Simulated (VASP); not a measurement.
# Rh in VASP: relaxation of the atoms with PBE

Aim: the relaxation of the atoms of Rh with PBE.

All numbers are computed with VASP 6.6.1; they aren't measurements. Logs are shortened: lines on timing, memory, paths and dates and some standing lists are left out, and cuts for length are marked.

### 1 The cell of the first run

The cell holds a slab with vacuum, 4 atoms: a = 2.708 Å, b = 2.708 Å, c = 22.745 Å, α = 90.00°, β = 90.00°, γ = 90.00°.

### 2 Relaxation of the atoms, PBE

INCAR

```
ALGO     = Normal         # electronic algorithm
DIPOL    = 0.5 0.5 0.500
EDIFF    = 1E-6           # SCF threshold, eV
EDIFFG   = -0.03          # ionic threshold
ENCUT    = 520            # plane-wave cutoff, eV
GGA      = PE             # functional
IBRION   = 2              # ionic algorithm
IDIPOL   = 3            
ISIF     = 2              # what is computed and relaxed
ISMEAR   = 0              # smearing method
LASPH    = True           # aspherical terms in the spheres
LCHARG   = False          # write CHGCAR
LDIPOL   = True         
LREAL    = False          # projectors in reciprocal space
LWAVE    = False          # write WAVECAR
NELM     = 60             # most SCF steps
NSW      = 90             # ionic steps
PREC     = Accurate       # precision mode
SIGMA    = 0.1            # smearing width, eV
```

KPOINTS

```
k-points
0
Gamma
  11 11 1
```

POSCAR

```
Rh
1.0
    2.7082034588      0.0000000000      0.0000000000
    0.0000000000      2.7082034588      0.0000000000
    0.0000000000      0.0000000000     22.7449670917
Rh
4
Selective dynamics
Direct
    0.5000000000      0.5000000000      0.3737090481  F F F
    0.0000000000      0.0000000000      0.4579030160  F F F
    0.5000000000      0.5000000000      0.5420969840  T T T
    0.0000000000      0.0000000000      0.6262909519  T T T
```

Potentials or basis: VASP PAW PBE potentials, release 64 (Rh_pv).

The run is started by

```
$ cat potpaw_PBE.64/Rh_pv/POTCAR > POTCAR
$ mpirun -np 1 vasp_std > vasp.out
```

OUTCAR:

```text
EDIFF = 1E-6
   EDIFFG = -0.03
   ENCUT = 520
   GGA = PE
   IBRION = 2
   ISIF = 2
   ISMEAR = 0
   LASPH = True
   LREAL = False
   NELM = 60
   NSW = 90
   PREC = Accurate

 ion  position               nearest neighbor table
   1  0.500  0.500  0.374-   2 2.71   2 2.71   2 2.71   2 2.71
   2  0.000  0.000  0.458-   1 2.71   1 2.71   1 2.71   1 2.71   3 2.71   3 2.71   3 2.71   3 2.71

   3  0.500  0.500  0.542-   4 2.71   4 2.71   4 2.71   4 2.71   2 2.71   2 2.71   2 2.71   2 2.71

   4  0.000  0.000  0.626-   3 2.71   3 2.71   3 2.71   3 2.71

  LATTYP: Found a simple tetragonal cell.
 ALAT       =     2.7082034588
 C/A-ratio  =     8.3985444365

  Lattice vectors:

 A1 = (   2.7082034588,   0.0000000000,   0.0000000000)
 A2 = (   0.0000000000,   2.7082034588,   0.0000000000)
 A3 = (   0.0000000000,   0.0000000000,  22.7449670917)

Analysis of symmetry for initial positions (statically):
=====================================================================
 Subroutine PRICEL returns:
 Original cell was already a primitive cell.

 Routine SETGRP: Setting up the symmetry group for a
 simple tetragonal supercell.

 Subroutine GETGRP returns: Found 16 space group operations
 (whereof  8 operations were pure point group operations)
 out of a pool of 16 trial point group operations.

The static configuration has the point symmetry C_4v.
 The point group associated with its full space group is D_4h.

Analysis of symmetry for dynamics (positions and initial velocities):
=====================================================================
 Subroutine PRICEL returns:
 Original cell was already a primitive cell.

 Routine SETGRP: Setting up the symmetry group for a
 simple tetragonal supercell.

 Subroutine GETGRP returns: Found 16 space group operations
 (whereof  8 operations were pure point group operations)
 out of a pool of 16 trial point group operations.

The dynamic configuration has the point symmetry C_4v.
 The point group associated with its full space group is D_4h.

Analysis of constrained symmetry for selective dynamics:
=====================================================================
 Subroutine PRICEL returns:
 Original cell was already a primitive cell.

 Routine SETGRP: Setting up the symmetry group for a
 simple tetragonal supercell.

 Subroutine GETGRP returns: Found  8 space group operations
 (whereof  8 operations were pure point group operations)
 out of a pool of 16 trial point group operations.

The constrained configuration has the point symmetry C_4v.

 Subroutine INISYM returns: Found  8 space group operations
 (whereof  8 operations are pure point group operations),
 and found     1 'primitive' translations

----------------------------------------------------------------------------------------

                                     Primitive cell

  volume of cell :     166.8199

  direct lattice vectors                    reciprocal lattice vectors
     2.708203459  0.000000000  0.000000000     0.369248476  0.000000000  0.000000000
     0.000000000  2.708203459  0.000000000     0.000000000  0.369248476  0.000000000
     0.000000000  0.000000000 22.744967092     0.000000000  0.000000000  0.043965770

  length of vectors
     2.708203459  2.708203459 22.744967092     0.369248476  0.369248476  0.043965770

  position of ions in fractional coordinates (direct lattice)
     0.500000000  0.500000000  0.373709048
     0.000000000  0.000000000  0.457903016
     0.500000000  0.500000000  0.542096984
     0.000000000  0.000000000  0.626290952

  ion indices of the primitive-cell ions
   primitive index   ion index
                 1           1
                 2           2
                 3           3
                 4           4

----------------------------------------------------------------------------------------

 KPOINTS: k-points

Automatic generation of k-mesh.
 Grid dimensions read from file:
 generate k-points for:   11   11    1

 Generating k-lattice:

  Cartesian coordinates                     Fractional coordinates (reciprocal lattice)
     0.033568043  0.000000000  0.000000000     0.090909091  0.000000000  0.000000000
     0.000000000  0.033568043  0.000000000     0.000000000  0.090909091  0.000000000
     0.000000000  0.000000000  0.043965770     0.000000000  0.000000000  1.000000000

  Length of vectors
     0.033568043  0.033568043  0.043965770

  Shift w.r.t. Gamma in fractional coordinates (k-lattice)
     0.000000000  0.000000000  0.000000000

 Subroutine IBZKPT returns following result:
 ===========================================

 Found     21 irreducible k-points:

 Following reciprocal coordinates:
            Coordinates               Weight
  0.000000  0.000000  0.000000      1.000000
  0.090909  0.000000  0.000000      4.000000
  0.181818  0.000000  0.000000      4.000000
  0.272727  0.000000  0.000000      4.000000
  0.363636  0.000000  0.000000      4.000000
  0.454545  0.000000  0.000000      4.000000
[... 13 lines left out ...]
  0.454545  0.363636  0.000000      8.000000
  0.454545  0.454545  0.000000      4.000000
   k-points           NKPTS =     21   k-points in BZ     NKDIM =     21   number of bands    NBANDS=     36
   number of dos      NEDOS =    301   number of ions     NIONS =      4
   total plane-waves  NPLWV =  72000
   dimension x,y,z NGX =    20 NGY =   20 NGZ =  180
   dimension x,y,z NGXF=    40 NGYF=   40 NGZF=  360
   ions per type =               4
   NGX,Y,Z   is equivalent  to a cutoff of  12.28, 12.28, 13.16 a.u.
   NGXF,Y,Z  is equivalent  to a cutoff of  24.55, 24.55, 26.31 a.u.
 SYSTEM =  unknown system
   PREC   = accura    normal or accurate (medium, high low for compatibility)
   ISTART =      0    job   : 0-new  1-cont  2-samecut
   ICHARG =      2    charge: 1-file 2-atom 10-const
   ISPIN  =      1    spin polarized calculation?
   LNONCOLLINEAR =      F non collinear calculations
   LSORBIT =      F    spin-orbit coupling
   LASPH  =      T    aspherical Exc in radial PAW
   ENCUT  =  520.0 eV  38.22 Ry    6.18 a.u.   5.04  5.04 42.29*2*pi/ulx,y,z
   NELM   =     60;   NELMIN=  2; NELMDL= -5     # of ELM steps
   EDIFF  = 0.1E-05   stopping-criterion for ELM
   LREAL  =      F    real-space projection
   EDIFFG = -.3E-01   stopping-criterion for IOM
   NSW    =     90    number of steps for IOM
   IBRION =      2    ionic relax: 0-MD 1-quasi-New 2-CG
   NFREE  =      1    steps in history (QN), initial steepest desc. (CG)
   ISIF   =      2    stress and relaxation
   ISYM   =      2    0-nonsym 1-usesym 2-fastsym
   POTIM  = 0.5000    time-step for ionic-motion
   TEBEG  =    0.0;   TEEND  =   0.0 temperature during run
   PSTRESS=    0.0 pullay stress
   NELECT =      60.0000    total number of electrons
   NUPDOWN=      -1.0000    fix difference up-down
   EMIN   =  10.00;   EMAX   =-10.00  energy-range for DOS
   EFERMI =   0.00;   METHOD = LEGACY
   ISMEAR =     0;   SIGMA  =   0.10  broadening in eV -4-tet -1-fermi 0-gaus
   EFERMI_NEDOS =   21; number of points for ismear=-14 and -15
   IALGO  =     38    algorithm
   IMIX   =      4    mixing-type and parameters
     AMIX     =   0.40;   BMIX     =  1.00
     AMIX_MAG =   1.60;   BMIX_MAG =  1.00
  volume/ion in A,a.u.               =      41.70       281.44
  Fermi-wavevector in a.u.,A,eV,Ry     =   1.164240  2.200095 18.442090  1.355455
  Thomas-Fermi vector in A             =   2.300781
   LORBIT       =      0    0 simple, 1 ext, 2 COOP (PROOUT), +10 PAW based schemes
   GGA     = PE    functional components
   LHFCALC =     F    Hartree Fock is set to
   AEXX    =    0.0000 exact exchange contribution
   IVDW    =     0    specifies the selected vdW correction
   LEPSILON=     F    determine dielectric tensor
   LRPA    =     F    only Hartree local field effects (RPA)
 conjugate gradient relaxation of ions
 non-spin polarized calculation
 Gauss-broadening in eV      SIGMA  =   0.10
  energy-cutoff  :      520.00
  volume of cell :      166.82
 maximum number of plane-waves:      4531
   NGX = 11   NGY = 11   NGZ = 85

--------------------------------------- Ionic step        1  -------------------------------------------

 number of electron      60.0000031 magnetization

 Free energy of the ion-electron system (eV)
  ---------------------------------------------------
  ext. energy  EPLUGINS =         0.00000000
  ---------------------------------------------------
  free energy    TOTEN  =       -26.79801393 eV

  energy without entropy =      -26.75467566  energy(sigma->0) =      -26.77634480

------------------------ aborting loop because EDIFF is reached ----------------------------------------

  FORCE on cell =-STRESS in cart. coord.  units (eV):
  Direction    XX          YY          ZZ          XY          YZ          ZX
  --------------------------------------------------------------------------------------
  -------------------------------------------------------------------------------------
  Total       -3.5092203     -3.5092203     -2.0790908      0.0000000      0.0000000      0.0000000
  in kB      -33.7033697    -33.7033697    -19.9680725      0.0000000      0.0000000      0.0000000
  external PRESSURE =     -29.1249373 kB  Pullay stress =       0.0000000 kB
[... 209 lines left out ...]
  FREE ENERGIE OF THE ION-ELECTRON SYSTEM (eV)
  ---------------------------------------------------
  free  energy   TOTEN  =       -26.8154785077 eV

  energy  without entropy=      -26.7737282859  energy(sigma->0) =      -26.79460340

 dipolmoment           0.000000      0.000000     -0.000284 electrons x Angstroem

--------------------------------------- Ionic step        7  -------------------------------------------

 number of electron      60.0000032 magnetization

 dipolmoment           0.000000      0.000000      0.000425 electrons x Angstroem

 Free energy of the ion-electron system (eV)
  ---------------------------------------------------
  ext. energy  EPLUGINS =         0.00000000
  ---------------------------------------------------
  free energy    TOTEN  =       -26.81702058 eV

  energy without entropy =      -26.77488041  energy(sigma->0) =      -26.79595049

 E-fermi :   0.5054     XC(G=0):  -5.5500

 val. band max:        0.5036372518   @ k =   0.4545   0.0909   0.0000
 cond. band min:       0.5149784394   @ k =   0.2727   0.0000   0.0000
 fundamental gap:      0.0113411876
 Fermi energy:         0.5053640649

 k-point     1 :       0.0000    0.0000    0.0000
  band No.  band energies     occupation
      1     -46.4267      2.00000
      2     -46.1139      2.00000
      3     -46.1024      2.00000
      4     -46.1024      2.00000
      5     -45.9469      2.00000
      6     -45.9469      2.00000
[... 808 lines left out ...]
     35       7.0632      0.00000
     36       8.0005      0.00000

------------------------ aborting loop because EDIFF is reached ----------------------------------------

 vacuum level on the upper side and lower side of the slab       (xc-potential included)        -0.083        -0.107

  FORCE on cell =-STRESS in cart. coord.  units (eV):
  Direction    XX          YY          ZZ          XY          YZ          ZX
  --------------------------------------------------------------------------------------
  -------------------------------------------------------------------------------------
  Total       -2.8547838     -2.8547838     -0.9844449      0.0000000      0.0000000      0.0000000
  in kB      -27.4180094    -27.4180094     -9.4548384      0.0000000      0.0000000      0.0000000
  external PRESSURE =     -21.4302857 kB  Pullay stress =       0.0000000 kB
[... 19 lines left out ...]
  FREE ENERGIE OF THE ION-ELECTRON SYSTEM (eV)
  ---------------------------------------------------
  free  energy   TOTEN  =       -26.8170205791 eV

  energy  without entropy=      -26.7748804076  energy(sigma->0) =      -26.79595049

 reached required accuracy - stopping structural energy minimisation

 vacuum level on the upper side and lower side of the slab         5.517         5.509
```

Run time: 16 min. Hardware: 1 thread of Intel Xeon 8259CL, shared host; peak memory 0.31 GiB.

What came out:

```
Free energy               : -26.8170 eV
Energy gained by relaxing : 4.8 meV/atom
Ionic steps               : 7
Band gap on the k mesh    : zero (bands 30 and 31 overlap by 1.23 eV)
```

Step by step:
| step | energy change (eV) | largest force on free atoms (eV/Å) | pressure (GPa) |
| --- | --- | --- | --- |
| 1 | 0.0000 | 0.5029 | -2.91 |
| 2 | -0.0144 | 0.2271 | -2.66 |
| 3 | -0.0160 | 0.1032 | -2.53 |
| 4 | -0.0169 | 0.0886 | -2.47 |
| 5 | -0.0187 | 0.0407 | -2.27 |
| 6 | -0.0175 | 0.0781 | -1.85 |
| 7 | -0.0190 | 0.0098 | -2.14 |

Final structure:
```
Rh
1.0
     2.70820    0.00000    0.00000
     0.00000    2.70820    0.00000
     0.00000    0.00000   22.74497
Rh
4
Cartesian
  1.3541 1.3541 8.5000
  0.0000 0.0000 10.4150
  1.3541 1.3541 12.3342
  0.0000 0.0000 14.1755
```
